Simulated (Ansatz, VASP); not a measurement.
ZrSnO4 in VASP and in Ansatz

Contents of INCAR:

```
ALGO     = Normal         # electronic algorithm
EDIFF    = 1E-6           # SCF threshold, eV
ENCUT    = 520            # plane-wave cutoff, eV
GGA      = PE             # functional
ISIF     = 2              # what is computed and relaxed
ISMEAR   = -1             # smearing method
LASPH    = T              # aspherical terms in the spheres
LCHARG   = F              # write CHGCAR
LREAL    = F              # projectors in reciprocal space
LWAVE    = F              # write WAVECAR
NBANDS   = 34             # bands
NELM     = 100            # most SCF steps
PREC     = Accurate       # precision mode
SIGMA    = 0.02           # smearing width, eV
```

The input KPOINTS:

```
k-points
0
Gamma
  6 6 8
```

The input POSCAR:

```
ZrSnO4
1.0
    3.4331685760     -3.3993147355      0.0000000000
    3.4331685760      3.3993147355      0.0000000000
    0.0000000000      0.0000000000      3.2179572795
Zr Sn O
1 1 4
Direct
    0.5000000000      0.5000000000      0.5000000000
    0.0000000000      0.0000000000      0.0000000000
    0.1924356542      0.1924356542      0.5000000000
    0.8075643458      0.8075643458      0.5000000000
    0.6965230309      0.3034769691      0.0000000000
    0.3034769691      0.6965230309      0.0000000000
```

Input for Ansatz:

```yaml
crystal:
  lattice:
    - [3.433168576, -3.3993147355, 0.0]
    - [3.433168576, 3.3993147355, 0.0]
    - [0.0, 0.0, 3.2179572795]
  atoms:
    - { symbol: Zr, position: [0.5, 0.5, 0.5] }
    - { symbol: Sn, position: [0.0, 0.0, 0.0] }
    - { symbol: O, position: [0.1924356542, 0.1924356542, 0.5] }
    - { symbol: O, position: [0.8075643458, 0.8075643458, 0.5] }
    - { symbol: O, position: [0.6965230309, 0.3034769691, 0.0] }
    - { symbol: O, position: [0.3034769691, 0.6965230309, 0.0] }
kpoints:
  mp_grid: { grid: [6, 6, 8] }
  band_path:
    path:
      - [[0.0, 0.0, 0.0], [0.5, 0.5, 0.0], [0.5049060986259, 0.4950939013741, 0.0]]
      - [[0.4950939013741, -0.4950939013741, 0.0], [0.0, 0.0, 0.0], [0.0, 0.0, 0.5], [0.4950939013741, -0.4950939013741, 0.5]]
      - [[0.5049060986259, 0.4950939013741, 0.5], [0.5, 0.5, 0.5], [0.5, 0.5, 0.0]]
      - [[0.0, 0.0, 0.0], [0.5, 6.383670461901e-18, 0.0], [0.5, 6.383670461901e-18, 0.5], [0.0, 0.0, 0.5], [0.5, 0.5, 0.5]]
    npoints: 10
hamiltonian:
  xc: pbe
scf:
  occupations: { method: fermi_dirac, width: 0.02 }
  n_extra_bands: 5
output:
  forces: true
  stress: true
  eigenvalues: true
  write_density: true
  write_potential: true
  elf: true
  volumetric_format: npy
```

Alike in both runs: task single point; functional PBE; k mesh 6 × 6 × 8; occupations fermi-dirac, width 0.02 eV; no spin polarisation.

|  | VASP | Ansatz |
| --- | --- | --- |
| version | VASP 6.6.1 | Ansatz 0.2.0 |
| potentials or method | VASP PAW PBE potentials, release 64 (Zr_sv, Sn_d, O) | plane waves, PAW |
| plane-wave cutoff (eV) | 520 | 420 |
| valence electrons in the cell | 50 | 50 |

```csv
,VASP,Ansatz,Ansatz less VASP
gap on the k mesh at the Fermi level (eV),2.23,2.24,+0.013
pressure (GPa),5.8,5.3,-0.46
"traceless stress, the component that is largest in VASP (GPa)",-0.52,-0.40,+0.120
rms of the force components (eV/Å),0.132,0.119,-0.0122
```

Atom by atom the forces differ by 0.013 eV/Å (rms over components).
